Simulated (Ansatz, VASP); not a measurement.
# Ge in VASP and in Ansatz

```xyz
4
Lattice="0.0000 0.0000 -3.2018 2.0094 -3.4803 0.0000 -6.0281 -3.4803 0.0000" Properties=species:S:1:pos:R:3 pbc="T T T"
Ge   -2.0094   -5.8005   -2.6515
Ge    0.0000   -2.3202   -2.6515
Ge   -4.0187   -4.6404   -0.5503
Ge    0.0000   -4.6404   -0.5503
```

Alike in both runs: task single point; functional PBE; k mesh 6 × 6 × 4; occupations gaussian, width 0.2 eV; no spin polarisation.

|  | VASP | Ansatz |
| --- | --- | --- |
| version | VASP 6.6.1 | Ansatz 0.2.0 |
| potentials or method | VASP PAW PBE potentials, release 64 (Ge_d), cutoff 520 eV | scalar-relativistic, plane waves, PAW |
| valence electrons in the cell | 56 | 56 |

|  | VASP | Ansatz | Ansatz less VASP |
| --- | --- | --- | --- |
| gap on the k mesh at the Fermi level (eV) | none | none | - |
| pressure (GPa) | 0.0 | 0.0 | +0.01 |
| traceless stress, the component that is largest in VASP (GPa) | 1.32 | 1.32 | -0.003 |
| rms of the force components (eV/Å) | 0.038 | 0.037 | -0.0011 |

Atom by atom the forces differ by 0.001 eV/Å (rms over components). A gap of «none» marks a metal or a gap that the smearing closes. The functional is the same, so the differences come from potentials, cutoffs and numerics.
